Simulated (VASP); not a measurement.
A run of VASP 6.6.1 is set up as follows.

The input INCAR:

```
  PREC = Accurate
  ENCUT = 520
  EDIFF = 1E-7
  ISMEAR = -1
  SIGMA = 0.08
  LREAL = F
  LASPH = T
  NELM = 100
  ALGO = Normal
  ISIF = 2
  LWAVE = F
  LCHARG = F
  GGA = PS
  NBANDS = 8
```

KPOINTS

```
Automatic mesh
0
Gamma
  18 18 18
```

File POSCAR:

```
Al
1.0
    0.0000000000      1.8638708078      1.8638708078
    1.8638708078      0.0000000000      1.8638708078
    1.8638708078      1.8638708078      0.0000000000
Al
1
Direct
    0.0000000000      0.0000000000      0.0000000000
```

Potentials or basis: VASP PAW PBE potentials, release 64 (Al).

Launch:

```sh
$ cat potpaw_PBE.64/Al/POTCAR > POTCAR
$ mpirun -np 1 vasp_std > vasp.out
```

Question: Estimate the pressure.

Answer: 30.1 GPa.

Caveat: the PAW data sets were made with another functional, which shifts forces and pressure a little.
